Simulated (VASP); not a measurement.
# Cl in VASP: a series of runs, part 2 of 2

VASP 6.6.1. The steps go on from the part before.

## (3) Single point, PBEsol

INCAR reads:

```
SYSTEM = Cl
PREC     = Accurate       ! precision mode
ENCUT    = 500            ! plane-wave cutoff, eV
EDIFF    = 1E-6           ! SCF threshold, eV
ISMEAR   = 0              ! smearing method
SIGMA    = 0.1            ! smearing width, eV
LREAL    = .False.        ! projectors in reciprocal space
LASPH    = .True.         ! aspherical terms in the spheres
NELM     = 120            ! most SCF steps
ALGO     = Normal         ! electronic algorithm
ISIF     = 2              ! what is computed and relaxed
LWAVE    = .False.        ! write WAVECAR
LCHARG   = .False.        ! write CHGCAR
GGA      = PS             ! functional
NBANDS   = 14             ! bands
GGA_COMPAT= .False.
```

KPOINTS reads:

```
regular mesh
0
Gamma
  18 18 18
  0 0 0
```

POSCAR reads:

```
Cl
1.0
    1.9684352584      1.1364766263      3.2149859485
   -1.9684352584      1.1364766263      3.2149859485
    0.0000000000     -2.2729532526      3.2149859485
Cl
2
Direct
    0.2500000000      0.2500000000      0.2500000000
    0.7500000000      0.7500000000      0.7500000000
```

Potentials or basis: VASP PAW PBE potentials, release 64 (Cl).

On the command line:

```sh
> cat potpaw_PBE.64/Cl/POTCAR > POTCAR
> mpirun -np 1 vasp_std > vasp.out
```

OUTCAR:

```text
SYSTEM = Cl
   PREC = Accurate
   ENCUT = 500
   EDIFF = 1E-6
   ISMEAR = 0
   LREAL = .False.
   LASPH = .True.
   NELM = 120
   ISIF = 2
   GGA = PS

 ion  position               nearest neighbor table
   1  0.250  0.250  0.250-
   2  0.750  0.750  0.750-

  LATTYP: Found a trigonal (rhomboedric) cell.
 ALAT       =     3.9373152195
 COS(alpha) =     0.5001129393

  Lattice vectors:

 A1 = (   1.9684352584,   1.1364766263,   3.2149859485)
 A2 = (  -1.9684352584,   1.1364766263,   3.2149859485)
 A3 = (   0.0000000000,  -2.2729532526,   3.2149859485)

Analysis of symmetry for initial positions (statically):
=====================================================================
 Subroutine PRICEL returns following result:

  LATTYP: Found a trigonal (rhomboedric) cell.
 ALAT       =     2.7839450696
 COS(alpha) =     0.0001129521

  Lattice vectors:

 A1 = (   0.0000000000,   2.2729532526,   1.6074929742)
 A2 = (  -1.9684352584,  -1.1364766263,   1.6074929743)
 A3 = (   1.9684352584,  -1.1364766263,   1.6074929742)

   2 primitive cells build up your supercell.

 Routine SETGRP: Setting up the symmetry group for a
 trigonal (rhombohedral) supercell.

 Subroutine GETGRP returns: Found 12 space group operations
 (whereof 12 operations were pure point group operations)
 out of a pool of 12 trial point group operations.

The static configuration has the point symmetry D_3d.

Analysis of symmetry for dynamics (positions and initial velocities):
=====================================================================
 Subroutine PRICEL returns following result:

  LATTYP: Found a trigonal (rhomboedric) cell.
 ALAT       =     2.7839450696
 COS(alpha) =     0.0001129521

  Lattice vectors:

 A1 = (   0.0000000000,   2.2729532526,   1.6074929742)
 A2 = (  -1.9684352584,  -1.1364766263,   1.6074929743)
 A3 = (   1.9684352584,  -1.1364766263,   1.6074929742)

   2 primitive cells build up your supercell.
[... 133 lines left out ...]
   AEXX    =    0.0000 exact exchange contribution
   IVDW    =     0    specifies the selected vdW correction
   LEPSILON=     F    determine dielectric tensor
   LRPA    =     F    only Hartree local field effects (RPA)
 non-spin polarized calculation
 Gauss-broadening in eV      SIGMA  =   0.10
  energy-cutoff  :      500.00
  volume of cell :       43.15
 maximum number of plane-waves:      1113
 NGX is ok and might be reduce to    30
   NGX = 15   NGY = 15   NGZ = 15

 number of electron      14.0000000 magnetization

 Free energy of the ion-electron system (eV)
  ---------------------------------------------------
  ext. energy  EPLUGINS =         0.00000000
  ---------------------------------------------------
  free energy    TOTEN  =        -2.84995574 eV

  energy without entropy =       -2.83782194  energy(sigma->0) =       -2.84388884

 E-fermi :   2.3169     XC(G=0):  -9.5304

 val. band max:        2.3130806345   @ k =   0.2222   0.2222   0.0556
 cond. band min:       2.3192608358   @ k =  -0.1667  -0.1667   0.0556
 fundamental gap:      0.0061802013
 Fermi energy:         2.3169060095

 k-point     1 :       0.0000    0.0000    0.0000
  band No.  band energies     occupation
      1     -14.0325      2.00000
      2     -10.2912      2.00000
      3      -1.0433      2.00000
      4      -1.0421      2.00000
      5      -1.0421      2.00000
      6       2.1575      1.97585
      7       2.1575      1.97585
      8       2.1580      1.97534
      9      10.4461      0.00000
     10      10.8061      0.00000
     11      10.8082      0.00000
     12      10.8082      0.00000
     13      12.1830      0.00000
     14      12.1830      0.00000
[... 377 lines left out ...]
      1     -13.5711      2.00000
      2     -10.8985      2.00000
      3      -1.2387      2.00000
      4      -0.6593      2.00000
      5      -0.6228      2.00000
      6       0.9391      2.00000
      7       1.0684      2.00000
      8       1.8675      2.00000
      9      10.6981      0.00000
     10      11.8000      0.00000
     11      12.0664      0.00000
     12      12.3663      0.00000
     13      13.7123      0.00000
     14      14.2908      0.00000

 [... further k-points ...]

------------------------ aborting loop because EDIFF is reached ----------------------------------------

  FORCE on cell =-STRESS in cart. coord.  units (eV):
  Direction    XX          YY          ZZ          XY          YZ          ZX
  --------------------------------------------------------------------------------------
  -------------------------------------------------------------------------------------
  Total       -0.0148711     -0.0148711     -0.0152897      0.0000000      0.0000000      0.0000000
  in kB       -0.5521289     -0.5521289     -0.5676737      0.0000000      0.0000000      0.0000000
  external PRESSURE =      -0.5573105 kB  Pullay stress =       0.0000000 kB

 VOLUME and BASIS-vectors are now :
 -----------------------------------------------------------------------------
  energy-cutoff  :      500.00
  volume of cell :       43.15
      direct lattice vectors                 reciprocal lattice vectors
     1.968435258  1.136476626  3.214985948     0.254008862  0.146652085  0.103681117
    -1.968435258  1.136476626  3.214985948    -0.254008862  0.146652085  0.103681117
     0.000000000 -2.272953253  3.214985948     0.000000000 -0.293304170  0.103681117

 POSITION                                       TOTAL-FORCE (eV/Angst)
 -----------------------------------------------------------------------------------
      0.00000      0.00000      2.41124         0.000000      0.000000      0.000000
      0.00000      0.00000      7.23372        -0.000000     -0.000000     -0.000000
 -----------------------------------------------------------------------------------
    total drift:                                0.000000      0.000000      0.000000

  FREE ENERGIE OF THE ION-ELECTRON SYSTEM (eV)
  ---------------------------------------------------
  free  energy   TOTEN  =        -2.8499557417 eV

  energy  without entropy=       -2.8378219376  energy(sigma->0) =       -2.84388884
```

OSZICAR:

```text
N       E                     dE             d eps       ncg     rms          rms(c)
DAV:   1     0.750361469449E+02    0.75036E+02   -0.62892E+03 16272   0.850E+02
DAV:   2     0.107864099303E+01   -0.73958E+02   -0.69578E+02 22914   0.164E+02
DAV:   3    -0.281136160843E+01   -0.38900E+01   -0.38259E+01 21688   0.414E+01
DAV:   4    -0.284829037047E+01   -0.36929E-01   -0.36916E-01 19528   0.489E+00
DAV:   5    -0.284885708663E+01   -0.56672E-03   -0.56669E-03 21556   0.610E-01    0.947E+00
DAV:   6    -0.284870227189E+01    0.15481E-03   -0.33456E-03 19252   0.382E-01    0.580E+00
DAV:   7    -0.285007783618E+01   -0.13756E-02   -0.41372E-03 19084   0.444E-01    0.129E-01
DAV:   8    -0.284994814919E+01    0.12969E-03   -0.47310E-04 20326   0.131E-01    0.191E-02
DAV:   9    -0.284995365017E+01   -0.55010E-05   -0.12535E-05 20818   0.221E-02    0.848E-03
DAV:  10    -0.284995511391E+01   -0.14637E-05   -0.17267E-06 18310   0.904E-03    0.641E-03
DAV:  11    -0.284995574166E+01   -0.62774E-06   -0.59476E-07 14618   0.493E-03
   1 F= -.28499557E+01 E0= -.28438888E+01  d E =-.121338E-01
```

stdout:

```text
POSCAR found type information on POSCAR Cl
 POSCAR found :  1 types and       2 ions
 scaLAPACK will be used
 -----------------------------------------------------------------------------
|                                                                             |
|                                                                             |
|     You enforced a specific xc type in the INCAR file but a different       |
|     I HOPE YOU KNOW WHAT YOU ARE DOING!                                     |
|                                                                             |
 -----------------------------------------------------------------------------

 LDA part: xc-table for (Slater+PW92), standard interpolation
 POSCAR, INCAR and KPOINTS ok, starting setup
 FFT: planning ... GRIDC
 FFT: planning ... GRID_SOFT
 FFT: planning ... GRID
 WAVECAR not read
 entering main loop
```

Run time: 5.2 min. Hardware: 1 thread of Oxide Virtual Turin-like, shared host; peak memory 0.3 GiB.

What came out:

```yaml
Free_energy: -2.8500 eV
Pressure: -0.1 GPa
Band_gap_on_the_k_mesh: zero (bands 7 and 8 overlap by 3.12 eV)
```

Caveat: the PAW data sets were made with another functional, which shifts forces and pressure a little.
